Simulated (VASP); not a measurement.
Mg: relaxation of cell and atoms with PBEsol

The system is Mg.

```
CELL_PARAMETERS angstrom
0.00000 2.26500 2.26500
2.26500 0.00000 2.26500
2.26500 2.26500 0.00000
ATOMIC_POSITIONS crystal
Mg 0.00000 0.00000 0.00000
```

This isn't the form of Mg at room conditions, which is hcp.

| Property | Result |
| --- | --- |
| Program | VASP 6.6.1 |
| Task | relaxation of cell and atoms |
| Functional | PBEsol |
| Potentials or basis | VASP PAW PBE potentials, release 64 (Mg) |
| Cutoff | 600 eV |
| k mesh | 9 × 9 × 9 |
| Occupations | fermi-dirac, width 0.1 eV |
| Spin | no spin polarisation |
| Dipole correction | no |
| Further INCAR settings | ALGO = Normal; EDIFF = 1e-07; IBRION = 2; EDIFFG = -0.02; NSW = 80; ISIF = 3 |

- Relaxed volume: 22.63 Å³/atom
- Relaxed cell: a = 3.175 Å, b = 3.175 Å, c = 3.175 Å, α = 60.00°, β = 60.00°, γ = 60.00°
- Space group after relaxing (to 0.1 Å): Fm-3m (No. 225)
- Energy gained by relaxing: 1.8 meV/atom
- Ionic steps: 3
- Pressure after relaxing: 0.0 GPa
- Band gap on the k mesh: zero (bands 1 and 2 overlap by 1.41 eV)

The path:
| step | energy change (eV) | largest force (eV/Å) | pressure (GPa) | volume (Å³) |
| --- | --- | --- | --- | --- |
| 1 | 0.0000 | 0.0000 | -0.94 | 23.24 |
| 2 | -0.0017 | 0.0000 | -0.26 | 22.79 |
| 3 | -0.0018 | 0.0000 | -0.01 | 22.63 |

Final structure:
```xyz
1
Lattice="0.0000 2.2450 2.2450 2.2450 0.0000 2.2450 2.2450 2.2450 0.0000" Properties=species:S:1:pos:R:3 pbc="T T T"
Mg    0.0000    0.0000    0.0000
```

Levels at points of the mesh, in eV from the Fermi level:
```tsv
k point	band 1	band 2	band 3	band 4
(0.00, 0.00, 0.00)	-6.95	12.46	12.46	12.46
```

Wall time 5.6 s on 1 thread of Intel(R) Xeon(R) 6975P-C (Granite Rapids) (shared host), peak memory 0.15 GiB.

Caveat: the PAW data sets were made with another functional, which shifts forces and pressure a little.
